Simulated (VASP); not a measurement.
# CdSe (P6_3mc) in VASP: a series of runs, part 2 of 2

VASP 6.6.1.

## (3) Single point, r2SCAN (strain -2.0%)

Input file POSCAR:

```
CdSe
1.0
    4.2539091920      0.0000000000      0.0000000000
   -2.1269545960      3.6839934257      0.0000000000
    0.0000000000      0.0000000000      6.9351130628
Cd Se
2 2
Direct
    0.3333333333      0.6666666667     -0.0004018098
    0.6666666667      0.3333333333      0.4995981902
    0.3333333333      0.6666666667      0.3754018098
    0.6666666667      0.3333333333      0.8754018098
```

Input file INCAR.step1:

```
SYSTEM = CdSe
ALGO     = Normal         ! electronic algorithm
EDIFF    = 1E-5           ! SCF threshold, eV
ENCUT    = 550            ! plane-wave cutoff, eV
GGA      = PE             ! functional
GGA_COMPAT= .FALSE.      
ISMEAR   = 0              ! smearing method
LASPH    = .TRUE.         ! aspherical terms in the spheres
LCHARG   = .FALSE.        ! write CHGCAR
LREAL    = .FALSE.        ! projectors in reciprocal space
LWAVE    = .TRUE.         ! write WAVECAR
NBANDS   = 26             ! bands
NELM     = 120            ! most SCF steps
PREC     = Accurate       ! precision mode
SIGMA    = 0.01           ! smearing width, eV
```

Input file INCAR.step2:

```
SYSTEM = CdSe
ALGO     = Normal         ! electronic algorithm
EDIFF    = 1E-6           ! SCF threshold, eV
ENCUT    = 550            ! plane-wave cutoff, eV
GGA_COMPAT= .FALSE.      
ISIF     = 2              ! what is computed and relaxed
ISMEAR   = 0              ! smearing method
ISTART   = 1            
LASPH    = .TRUE.         ! aspherical terms in the spheres
LCHARG   = .FALSE.        ! write CHGCAR
LMIXTAU  = .TRUE.       
LREAL    = .FALSE.        ! projectors in reciprocal space
LWAVE    = .FALSE.        ! write WAVECAR
METAGGA  = R2SCAN         ! meta-GGA
NBANDS   = 26             ! bands
NELM     = 120            ! most SCF steps
PREC     = Accurate       ! precision mode
SIGMA    = 0.01           ! smearing width, eV
```

Input file KPOINTS:

```
k-points
0
G
  12 12 4
  0 0 0
```

Potentials or basis: VASP PAW PBE potentials, release 64 (Cd, Se).

Started as:

```bash
> cat potpaw_PBE.64/Cd/POTCAR potpaw_PBE.64/Se/POTCAR > POTCAR
> cp INCAR.step1 INCAR
> mpirun -np 1 vasp_std > vasp.out
> cp INCAR.step2 INCAR
> mpirun -np 1 vasp_std > vasp.out
```

OUTCAR:

```text
SYSTEM = CdSe
   EDIFF = 1E-6
   ENCUT = 550
   ISIF = 2
   ISMEAR = 0
   ISTART = 1
   LASPH = .TRUE.
   LREAL = .FALSE.
   METAGGA = R2SCAN
   NELM = 120
   PREC = Accurate

 ion  position               nearest neighbor table
   1  0.333  0.667  1.000-   4 2.60   4 2.60   4 2.60   3 2.61
   2  0.667  0.333  0.500-   3 2.60   3 2.60   3 2.60   4 2.61
   3  0.333  0.667  0.375-   2 2.60   2 2.60   2 2.60   1 2.61
   4  0.667  0.333  0.875-   1 2.60   1 2.60   1 2.60   2 2.61

  LATTYP: Found a hexagonal cell.
 ALAT       =     4.2539091920
[... 897 lines left out ...]
  Direction    XX          YY          ZZ          XY          YZ          ZX
  --------------------------------------------------------------------------------------
  -------------------------------------------------------------------------------------
  Total        2.6024916      2.6024916      2.6697592      0.0000000      0.0000000      0.0000000
  in kB       38.3653626     38.3653626     39.3570078      0.0000000      0.0000000      0.0000000
  external PRESSURE =      38.6959110 kB  Pullay stress =       0.0000000 kB

 VOLUME and BASIS-vectors are now :
 -----------------------------------------------------------------------------
  energy-cutoff  :      550.00
  volume of cell :      108.68
      direct lattice vectors                 reciprocal lattice vectors
     4.253909192  0.000000000  0.000000000     0.235077891  0.135722283  0.000000000
    -2.126954596  3.683993426  0.000000000     0.000000000  0.271444567  0.000000000
     0.000000000  0.000000000  6.935113063     0.000000000  0.000000000  0.144193756

 POSITION                                       TOTAL-FORCE (eV/Angst)
 -----------------------------------------------------------------------------------
     -0.00000      2.45600      6.93233        -0.000000      0.000000     -0.000158
      2.12695      1.22800      3.46477         0.000000     -0.000000     -0.000158
     -0.00000      2.45600      2.60345         0.000000      0.000000      0.000158
      2.12695      1.22800      6.07101        -0.000000     -0.000000      0.000158
 -----------------------------------------------------------------------------------
    total drift:                               -0.000000     -0.000000     -0.003244

  FREE ENERGIE OF THE ION-ELECTRON SYSTEM (eV)
  ---------------------------------------------------
  free  energy   TOTEN  =       -71.7494963420 eV

  energy  without entropy=      -71.7494963420  energy(sigma->0) =      -71.74949634
```

OUTCAR.step1:

```text
SYSTEM = CdSe
   EDIFF = 1E-5
   ENCUT = 550
   GGA = PE
   ISMEAR = 0
   LASPH = .TRUE.
   LREAL = .FALSE.
   NELM = 120
[... 926 lines left out ...]
      2.12695      1.22800      3.46477        -0.000000      0.000000      0.001160
     -0.00000      2.45600      2.60345         0.000000     -0.000000     -0.001160
      2.12695      1.22800      6.07101        -0.000000      0.000000     -0.001160
 -----------------------------------------------------------------------------------
    total drift:                               -0.000000     -0.000000     -0.000136

  FREE ENERGIE OF THE ION-ELECTRON SYSTEM (eV)
  ---------------------------------------------------
  free  energy   TOTEN  =       -10.8263212793 eV

  energy  without entropy=      -10.8263212793  energy(sigma->0) =      -10.82632128
```

OSZICAR.step1:

```text
N       E                     dE             d eps       ncg     rms          rms(c)
DAV:   1     0.251747493441E+03    0.25175E+03   -0.17787E+04  2964   0.131E+03
DAV:   2     0.167729708176E+01   -0.25007E+03   -0.24190E+03  3208   0.318E+02
DAV:   3    -0.114597376848E+02   -0.13137E+02   -0.13067E+02  3534   0.730E+01
DAV:   4    -0.115680235709E+02   -0.10829E+00   -0.10820E+00  3302   0.628E+00
DAV:   5    -0.115686654131E+02   -0.64184E-03   -0.64182E-03  3424   0.465E-01    0.952E+00
DAV:   6    -0.108629168551E+02    0.70575E+00   -0.12091E+00  3684   0.112E+01    0.738E+00
DAV:   7    -0.108292836568E+02    0.33633E-01   -0.57125E-01  3132   0.390E+00    0.254E+00
DAV:   8    -0.108259836531E+02    0.33000E-02   -0.65419E-02  3084   0.260E+00    0.421E-01
DAV:   9    -0.108261047674E+02   -0.12111E-03   -0.80723E-03  3206   0.104E+00    0.130E-01
DAV:  10    -0.108262327617E+02   -0.12799E-03   -0.86493E-04  3146   0.326E-01    0.736E-02
DAV:  11    -0.108263179396E+02   -0.85178E-04   -0.17808E-04  3082   0.771E-02    0.283E-02
DAV:  12    -0.108263212793E+02   -0.33396E-05   -0.22049E-05  2932   0.496E-02
   1 F= -.10826321E+02 E0= -.10826321E+02  d E =-.176712E-56
```

It took 7 min on 1 thread of Intel Xeon Platinum 8375C at 2.90GHz (Ice Lake), shared host; peak memory 0.37 GiB.

Results:

```yaml
Free_energy: -71.7495 eV
Pressure: 3.9 GPa
Band_gap_on_the_k_mesh: 1.24 eV, direct
```

Stress tensor (GPa, compression positive):
```
3.84 0.00 0.00
0.00 3.84 0.00
0.00 0.00 3.94
```

Caveat: the cell differs from its parent crystal (strain -2.0%); the PAW data sets were made with another functional, which shifts forces and pressure a little.
